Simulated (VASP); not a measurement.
A run of VASP 6.6.1 is set up as follows.

The input INCAR:

```
ALGO = Normal
EDIFF = 1E-6
ENCUT = 520
GGA = CA
ISIF = 2
ISMEAR = 0
LASPH = T
LCHARG = T
LELF = T
LREAL = F
LVHAR = T
LWAVE = F
NBANDS = 25
NELM = 80
PREC = Accurate
SIGMA = 0.1
```

KPOINTS

```
k-points
0
Gamma
  7 7 10
```

The input POSCAR:

```
Ti
1.0
    4.6000000000      0.0000000000      0.0000000000
   -2.3000000000      3.9837170000      0.0000000000
    0.0000000000      0.0000000000      2.8200000000
Ti
3
Direct
    0.0000000000      0.0000000000      0.0000000000
    0.3333333333      0.6666666667      0.5000000000
    0.6666666667      0.3333333333      0.5000000000
```

Potentials or basis: VASP PAW LDA potentials, release 64 (Ti_sv).

Run with:

```console
$ cat potpaw_LDA.64/Ti_sv/POTCAR > POTCAR
$ mpirun -np 1 vasp_std > vasp.out
```

Problem. What does it give for the pressure?

Solution. -9.2 GPa.

Problem. Predict the band gap on the k mesh.

Solution. Zero (bands 18 and 19 overlap by 0.23 eV).

Stress tensor (GPa, compression positive):
```
-9.93  0.00  0.00
 0.00 -9.93  0.00
 0.00  0.00 -7.83
```

Caveat: the cell stands under tension.
